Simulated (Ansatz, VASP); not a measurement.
AlH4 in VASP and in Ansatz

File INCAR:

```
SYSTEM = AlH4
PREC = Accurate ; ENCUT = 600
EDIFF = 1E-6 ; ISMEAR = 0
SIGMA = 0.1 ; LREAL = .FALSE.
LASPH = .TRUE. ; NELM = 80
ALGO = Normal ; ISIF = 3
LWAVE = .FALSE. ; LCHARG = .FALSE.
GGA = PE ; IBRION = 2
NSW = 100 ; EDIFFG = -0.01
```

Contents of KPOINTS:

```
regular mesh
0
G
  12 12 12
  0 0 0
```

The input POSCAR:

```
AlH4
1.0
    3.3861942521      0.0000000000      0.0000000000
    0.0000000000      3.3861942521      0.0000000000
    0.0000000000      0.0000000000      3.3861942521
Al H
1 4
Direct
    0.0000000000      0.0000000000      0.0000000000
    0.5000000000      0.0000000000      0.0000000000
    0.0000000000      0.5000000000      0.0000000000
    0.0000000000      0.0000000000      0.5000000000
    0.5000000000      0.5000000000      0.5000000000
```

Input for Ansatz:

```yaml
crystal:
  lattice:
    - [3.3861942521, 0.0, 0.0]
    - [0.0, 3.3861942521, 0.0]
    - [0.0, 0.0, 3.3861942521]
  atoms:
    - { symbol: Al, position: [0.0, 0.0, 0.0] }
    - { symbol: H, position: [0.5, 0.0, 0.0] }
    - { symbol: H, position: [0.0, 0.5, 0.0] }
    - { symbol: H, position: [0.0, 0.0, 0.5] }
    - { symbol: H, position: [0.5, 0.5, 0.5] }
basis:
  ecutwfc: 420
kpoints:
  mp_grid: { grid: [12, 12, 12] }
hamiltonian:
  xc: pbe
scf:
  occupations: { method: gaussian, width: 0.1 }
output:
  forces: true
  stress: true
  eigenvalues: true
relax:
  adjacent_minimum: "off"
  f_tol: 0.01
  max_steps: 80
  cell: { stress_tol: 0.05 }
```

Alike in both runs: task relaxation of cell and atoms; functional PBE; k mesh 12 × 12 × 12; occupations gaussian, width 0.1 eV; no spin polarisation.

|  | VASP | Ansatz |
| --- | --- | --- |
| version | VASP 6.6.1 | Ansatz 0.2.0 |
| potentials or method | VASP PAW PBE potentials, release 64 (Al, H), cutoff 600 eV | scalar-relativistic, plane waves, PAW |
| valence electrons in the cell | 7 | 7 |

|  | VASP | Ansatz | Ansatz less VASP |
| --- | --- | --- | --- |
| gap on the k mesh at the Fermi level, each at its own relaxed structure (eV) | none | none | - |
| relaxed volume (Å³/atom) | 7.77 | 7.76 | -0.005 |
| relaxed cell length with the largest relative difference (Å) | 3.386 | 3.385 | -0.0008 |

A gap of «none» marks a metal or a gap that the smearing closes.

Noted on VASP's run: the relaxation stopped at its first step, so nothing moved.
